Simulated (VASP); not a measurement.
# GaN in VASP: a series of runs

GaN is run at these levels: LDA; tasks: single point, relaxation of cell and atoms.

All numbers are computed with VASP 6.6.1; they aren't measurements. Logs are shortened: lines on timing, memory, paths and dates and some standing lists are left out, and cuts for length are marked.

### 1 The cell of the first run

It takes space group I-4m2 (No. 119, tetragonal). The conventional cell has a = 3.182 Å, b = 3.182 Å, c = 4.407 Å, α = 90.00°, β = 90.00°, γ = 90.00°. Within 2.6 Å of Ga (site symmetry -4m2) lie 4 N at 1.94 Å. Within 2.6 Å of N (site symmetry -4m2) lie 4 Ga at 1.94 Å.

### 2 Single point, LDA (film at in-plane strain +0.01)

INCAR reads:

```
PREC = Accurate
ENCUT = 520
EDIFF = 1E-6
ISMEAR = 0
SIGMA = 0.01
LREAL = F
LASPH = T
NELM = 60
ALGO = Normal
ISIF = 2
LWAVE = F
LCHARG = F
NBANDS = 16
```

KPOINTS reads:

```
Automatic mesh
0
Gamma
  10 10 10
```

POSCAR reads:

```
GaN
1.0
    2.2499815442      2.2499815442      0.0000000000
   -2.2499815442      2.2499815442      0.0000000000
    0.0000000000      2.2499815442      2.2032559503
Ga N
1 1
Direct
    0.0000000000      0.0000000000      0.0000000000
    0.2500000000      0.7500000000      0.5000000000
```

Potentials or basis: VASP PAW LDA potentials, release 64 (Ga_d, N).

Command:

```bash
cat potpaw_LDA.64/Ga_d/POTCAR potpaw_LDA.64/N/POTCAR > POTCAR
mpirun -np 1 vasp_std > vasp.out
```

OUTCAR:

```text
PREC = Accurate
   ENCUT = 520
   EDIFF = 1E-6
   ISMEAR = 0
   LREAL = F
   LASPH = T
   NELM = 60
   ISIF = 2

 ion  position               nearest neighbor table
   1  0.000  0.000  0.000-   2 1.94   2 1.94   2 1.94   2 1.94
   2  0.250  0.750  0.500-   1 1.94   1 1.94   1 1.94   1 1.94

  LATTYP: Found a body centered tetragonal cell.
 ALAT       =     3.1819544149
 C/A-ratio  =     1.3848444465

  Lattice vectors:

 A1 = (   2.2499815442,   0.0000000000,  -2.2032559503)
 A2 = (  -2.2499815442,   0.0000000000,  -2.2032559503)
 A3 = (   0.0000000000,   2.2499815442,   2.2032559503)

Analysis of symmetry for initial positions (statically):
=====================================================================
 Subroutine PRICEL returns:
 Original cell was already a primitive cell.

 Routine SETGRP: Setting up the symmetry group for a
 body centered tetragonal supercell.

 Subroutine GETGRP returns: Found  8 space group operations
 (whereof  8 operations were pure point group operations)
 out of a pool of 16 trial point group operations.

The static configuration has the point symmetry D_2d.

Analysis of symmetry for dynamics (positions and initial velocities):
=====================================================================
 Subroutine PRICEL returns:
 Original cell was already a primitive cell.

 Routine SETGRP: Setting up the symmetry group for a
 body centered tetragonal supercell.

 Subroutine GETGRP returns: Found  8 space group operations
 (whereof  8 operations were pure point group operations)
 out of a pool of 16 trial point group operations.

The dynamic configuration has the point symmetry D_2d.

 Subroutine INISYM returns: Found  8 space group operations
 (whereof  8 operations are pure point group operations),
 and found     1 'primitive' translations

----------------------------------------------------------------------------------------

                                     Primitive cell

  volume of cell :      22.3076

  direct lattice vectors                    reciprocal lattice vectors
     2.249981544  2.249981544  0.000000000     0.222224045  0.222224045 -0.226936866
    -2.249981544  2.249981544  0.000000000    -0.222224045  0.222224045 -0.226936866
     0.000000000  2.249981544  2.203255950     0.000000000  0.000000000  0.453873732

  length of vectors
     3.181954415  3.181954415  3.149087762     0.387643384  0.387643384  0.453873732

  position of ions in fractional coordinates (direct lattice)
     0.000000000  0.000000000  0.000000000
     0.250000000  0.750000000  0.500000000

  ion indices of the primitive-cell ions
   primitive index   ion index
                 1           1
                 2           2

----------------------------------------------------------------------------------------

 KPOINTS: Automatic mesh

Automatic generation of k-mesh.
 Grid dimensions read from file:
 generate k-points for:   10   10   10

 Generating k-lattice:

  Cartesian coordinates                     Fractional coordinates (reciprocal lattice)
     0.022222405  0.022222405 -0.022693687     0.100000000  0.000000000  0.000000000
    -0.022222405  0.022222405 -0.022693687     0.000000000  0.100000000  0.000000000
     0.000000000  0.000000000  0.045387373     0.000000000  0.000000000  0.100000000

  Length of vectors
     0.038764338  0.038764338  0.045387373

  Shift w.r.t. Gamma in fractional coordinates (k-lattice)
     0.000000000  0.000000000  0.000000000

 Subroutine IBZKPT returns following result:
 ===========================================

 Found    102 irreducible k-points:

 Following reciprocal coordinates:
            Coordinates               Weight
  0.000000  0.000000  0.000000      1.000000
  0.100000  0.000000 -0.000000      8.000000
  0.200000  0.000000 -0.000000      8.000000
  0.300000  0.000000 -0.000000      8.000000
  0.400000  0.000000 -0.000000      8.000000
  0.500000  0.000000 -0.000000      4.000000
[... 16 lines left out ...]
  0.300000  0.300000 -0.000000      8.000000
  0.400000  0.300000 -0.000000     16.000000
 [... further k-points ...]
   k-points           NKPTS =    102   k-points in BZ     NKDIM =    102   number of bands    NBANDS=     16
   number of dos      NEDOS =    301   number of ions     NIONS =      2
   total plane-waves  NPLWV =  13824
   dimension x,y,z NGX =    24 NGY =   24 NGZ =   24
   dimension x,y,z NGXF=    48 NGYF=   48 NGZF=   48
   ions per type =               1   1
   NGX,Y,Z   is equivalent  to a cutoff of  12.54, 12.54, 12.67 a.u.
   NGXF,Y,Z  is equivalent  to a cutoff of  25.08, 25.08, 25.34 a.u.
 SYSTEM =  unknown system
   PREC   = accura    normal or accurate (medium, high low for compatibility)
   ISTART =      0    job   : 0-new  1-cont  2-samecut
   ICHARG =      2    charge: 1-file 2-atom 10-const
   ISPIN  =      1    spin polarized calculation?
   LNONCOLLINEAR =      F non collinear calculations
   LSORBIT =      F    spin-orbit coupling
   LASPH  =      T    aspherical Exc in radial PAW
   ENCUT  =  520.0 eV  38.22 Ry    6.18 a.u.   5.92  5.92  5.86*2*pi/ulx,y,z
   NELM   =     60;   NELMIN=  2; NELMDL= -5     # of ELM steps
   EDIFF  = 0.1E-05   stopping-criterion for ELM
   LREAL  =      F    real-space projection
   EDIFFG = 0.1E-04   stopping-criterion for IOM
   NSW    =      0    number of steps for IOM
   IBRION =     -1    ionic relax: 0-MD 1-quasi-New 2-CG
   NFREE  =      0    steps in history (QN), initial steepest desc. (CG)
   ISIF   =      2    stress and relaxation
   ISYM   =      2    0-nonsym 1-usesym 2-fastsym
   POTIM  = 0.5000    time-step for ionic-motion
   TEBEG  =    0.0;   TEEND  =   0.0 temperature during run
   PSTRESS=    0.0 pullay stress
   NELECT =      18.0000    total number of electrons
   NUPDOWN=      -1.0000    fix difference up-down
   EMIN   =  10.00;   EMAX   =-10.00  energy-range for DOS
   EFERMI =   0.00;   METHOD = LEGACY
   ISMEAR =     0;   SIGMA  =   0.01  broadening in eV -4-tet -1-fermi 0-gaus
   EFERMI_NEDOS =   21; number of points for ismear=-14 and -15
   IALGO  =     38    algorithm
   IMIX   =      4    mixing-type and parameters
     AMIX     =   0.40;   BMIX     =  1.00
     AMIX_MAG =   1.60;   BMIX_MAG =  1.00
  volume/ion in A,a.u.               =      11.15        75.27
  Fermi-wavevector in a.u.,A,eV,Ry     =   1.524104  2.880140 31.604894  2.322894
  Thomas-Fermi vector in A             =   2.632457
   LORBIT       =      0    0 simple, 1 ext, 2 COOP (PROOUT), +10 PAW based schemes
   GGA     = CA    functional components
   LHFCALC =     F    Hartree Fock is set to
   AEXX    =    0.0000 exact exchange contribution
   IVDW    =     0    specifies the selected vdW correction
   LEPSILON=     F    determine dielectric tensor
   LRPA    =     F    only Hartree local field effects (RPA)
 non-spin polarized calculation
 Gauss-broadening in eV      SIGMA  =   0.01
  energy-cutoff  :      520.00
  volume of cell :       22.31
 maximum number of plane-waves:       612
   NGX = 11   NGY = 11   NGZ = 11

 number of electron      18.0000012 magnetization

 Free energy of the ion-electron system (eV)
  ---------------------------------------------------
  ext. energy  EPLUGINS =         0.00000000
  ---------------------------------------------------
  free energy    TOTEN  =       -13.94160250 eV

  energy without entropy =      -13.94160250  energy(sigma->0) =      -13.94160250

 E-fermi :   5.4683     XC(G=0): -12.2563

 val. band max:        5.3822669181   @ k =   0.0000   0.0000   0.0000
 cond. band min:       7.2314606055   @ k =   0.0000   0.0000   0.0000
 fundamental gap:      1.8491936873
 Fermi energy:         5.4682878321

 k-point     1 :       0.0000    0.0000    0.0000
  band No.  band energies     occupation
      1     -10.7093      2.00000
      2      -8.2697      2.00000
      3      -8.2697      2.00000
      4      -8.2471      2.00000
      5      -7.9195      2.00000
      6      -7.9167      2.00000
[... 8 lines left out ...]
     15      23.9613      0.00000
     16      23.9613      0.00000

 k-point     2 :       0.1000    0.0000   -0.0000
  band No.  band energies     occupation
      1     -10.5916      2.00000
      2      -8.2551      2.00000
      3      -8.2447      2.00000
      4      -8.2190      2.00000
      5      -7.9204      2.00000
      6      -7.9187      2.00000
[... 8 lines left out ...]
     15      22.7028      0.00000
     16      23.2956      0.00000

 k-point     3 :       0.2000    0.0000   -0.0000
  band No.  band energies     occupation
      1     -10.2965      2.00000
      2      -8.2213      2.00000
      3      -8.2065      2.00000
      4      -8.0556      2.00000
      5      -7.9187      2.00000
      6      -7.9174      2.00000
[... 8 lines left out ...]
     15      22.0107      0.00000
     16      22.3984      0.00000

 k-point     4 :       0.3000    0.0000   -0.0000
  band No.  band energies     occupation
      1      -9.9892      2.00000
      2      -8.1919      2.00000
      3      -8.1757      2.00000
      4      -7.9081      2.00000
      5      -7.9001      2.00000
      6      -7.6275      2.00000
[... 8 lines left out ...]
     15      22.6118      0.00000
     16      22.7161      0.00000
[... 324 lines left out ...]
 k-point    22 :      -0.2000    0.2000    0.0000
  band No.  band energies     occupation
      1     -10.1746      2.00000
      2      -8.1628      2.00000
      3      -8.1481      2.00000
      4      -8.1152      2.00000
      5      -7.9067      2.00000
      6      -7.8868      2.00000
[... 8 lines left out ...]
     15      26.3435      0.00000
     16      26.7246      0.00000

 k-point    23 :       0.3000    0.3000   -0.0000
  band No.  band energies     occupation
      1      -9.6554      2.00000
      2      -8.1542      2.00000
      3      -8.0514      2.00000
      4      -7.9484      2.00000
      5      -7.9162      2.00000
      6      -6.2472      2.00000
[... 8 lines left out ...]
     15      23.1971      0.00000
     16      27.9313      0.00000

 k-point    24 :       0.4000    0.3000   -0.0000
  band No.  band energies     occupation
      1      -9.6227      2.00000
      2      -8.1449      2.00000
      3      -8.0182      2.00000
      4      -7.9750      2.00000
      5      -7.8857      2.00000
      6      -5.9910      2.00000
[... 8 lines left out ...]
     15      25.2209      0.00000
     16      28.1718      0.00000

 [... further k-points ...]
[... 5 lines left out ...]
  --------------------------------------------------------------------------------------
  -------------------------------------------------------------------------------------
  Total       -0.2193239     -0.2193239      0.1414699      0.0000000      0.0000000      0.0000000
  in kB      -15.7522882    -15.7522882     10.1606591      0.0000000      0.0000000      0.0000000
  external PRESSURE =      -7.1146391 kB  Pullay stress =       0.0000000 kB

 VOLUME and BASIS-vectors are now :
 -----------------------------------------------------------------------------
  energy-cutoff  :      520.00
  volume of cell :       22.31
      direct lattice vectors                 reciprocal lattice vectors
     2.249981544  2.249981544  0.000000000     0.222224045  0.222224045 -0.226936866
    -2.249981544  2.249981544  0.000000000    -0.222224045  0.222224045 -0.226936866
     0.000000000  2.249981544  2.203255950     0.000000000  0.000000000  0.453873732

 POSITION                                       TOTAL-FORCE (eV/Angst)
 -----------------------------------------------------------------------------------
      0.00000      0.00000      0.00000         0.000000     -0.000000      0.000000
     -1.12499      3.37497      1.10163        -0.000000      0.000000      0.000000
 -----------------------------------------------------------------------------------
    total drift:                                0.000003     -0.000000      0.000000

  FREE ENERGIE OF THE ION-ELECTRON SYSTEM (eV)
  ---------------------------------------------------
  free  energy   TOTEN  =       -13.9416025013 eV

  energy  without entropy=      -13.9416025013  energy(sigma->0) =      -13.94160250
```

Wall time 17 s (1 thread of AMD EPYC 9R45 (Zen 5), shared host); peak memory 0.12 GiB.

Results:

| Property | Result |
| --- | --- |
| Free energy | -13.9416 eV |
| Pressure | -0.7 GPa |
| Band gap on the k mesh | 1.85 eV, direct |

Levels at points of the mesh, in eV from the valence-band top:
| k point | band 6 | band 7 | band 8 | band 9 | band 10 | band 11 | band 12 | band 13 |
| --- | --- | --- | --- | --- | --- | --- | --- | --- |
| (0.00, 0.00, 0.00) | -13.30 | -0.10 | -0.10 | 0.00 | 1.85 | 10.17 | 10.23 | 10.23 |
| (0.50, 0.00, 0.00) | -11.92 | -7.35 | -1.16 | -1.00 | 4.64 | 8.66 | 10.11 | 10.45 |
| (0.50, 0.50, 0.00) | -11.49 | -6.45 | -2.84 | -2.83 | 3.24 | 6.69 | 11.52 | 13.75 |
| (0.00, 0.00, 0.50) | -11.36 | -6.22 | -3.00 | -3.00 | 3.10 | 6.34 | 11.82 | 13.89 |

Caveat: the cell differs from its parent crystal (film at in-plane strain +0.01).

### 3 Single point, LDA

This run uses another cell than the first one, of 11.06 Å³/atom, 0.991 times its volume.

INCAR reads:

```
  PREC = Accurate
  ENCUT = 520
  EDIFF = 1E-6
  ISMEAR = -1
  SIGMA = 0.05
  LREAL = False
  LASPH = True
  NELM = 80
  ALGO = Normal
  ISIF = 2
  LWAVE = False
  LCHARG = False
  GGA = CA
  NBANDS = 16
```

KPOINTS reads:

```
Automatic mesh
0
Gamma
  14 14 14
```

POSCAR reads:

```
GaN
1.0
    2.2277044992      2.2277044992      0.0000000000
   -2.2277044992      2.2277044992      0.0000000000
    0.0000000000      2.2277044992      2.2277044992
Ga N
1 1
Direct
    0.0000000000      0.0000000000      0.0000000000
    0.2500000000      0.7500000000      0.5000000000
```

Potentials or basis: VASP PAW LDA potentials, release 64 (Ga_d, N).

Command:

```bash
cat potpaw_LDA.64/Ga_d/POTCAR potpaw_LDA.64/N/POTCAR > POTCAR
mpirun -np 1 vasp_std > vasp.out
```

Wall time 17 s (1 thread of AMD EPYC 9R45 (Zen 5), shared host); peak memory 0.12 GiB.

It converged, with:

| Quantity | Value |
| --- | --- |
| Free energy | -13.9438 eV |
| Pressure | 1.1 GPa |
| Band gap on the k mesh | 1.97 eV, direct |

Levels at points of the mesh, in eV from the valence-band top:
```
           k point  band 6  band 7  band 8  band 9  band 10  band 11  band 12  band 13
(0.00, 0.00, 0.00)  -13.24    0.00    0.00    0.00     1.97    10.33    10.33    10.33
(0.50, 0.00, 0.00)  -11.86   -7.35   -1.02   -1.02     4.78     8.77    10.38    10.38
(0.50, 0.50, 0.00)  -11.38   -6.35   -2.86   -2.86     3.26     6.69    11.75    14.12
```

A k mesh can miss the band edges. LDA gaps usually lie below the measured ones, often by a third to a half.

(Continued in part 2 of 2.)
